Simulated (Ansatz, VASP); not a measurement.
**Two plane-wave programs on V**

```
CELL_PARAMETERS angstrom
-1.54274 1.54274 1.54274
1.54274 -1.54274 1.54274
1.54274 1.54274 -1.54274
ATOMIC_POSITIONS crystal
V 0.00000 0.00000 0.00000
```

Alike in both runs: task single point; functional PBE; k mesh 8 × 8 × 8; occupations gaussian, width 0.1 eV; collinear spin.

```csv
,VASP,Ansatz
version,VASP 6.6.1,Ansatz 0.2.0
potentials or method,"VASP PAW PBE potentials, release 64 (V_sv), cutoff 500 eV","scalar-relativistic, plane waves, PAW"
valence electrons in the cell,13,13
```

VASP gave:

- gap on the k mesh at the Fermi level (eV): none
- pressure (GPa): -14.1
- net moment per atom (μB): 0.00

Problem. Estimate Ansatz's values.

Solution. gap on the k mesh at the Fermi level (eV): none; pressure (GPa): -14.2; net moment per atom (μB): 0.00.

A gap of «none» marks a metal or a gap that the smearing closes. Ansatz's warnings: seeded moment not kept.
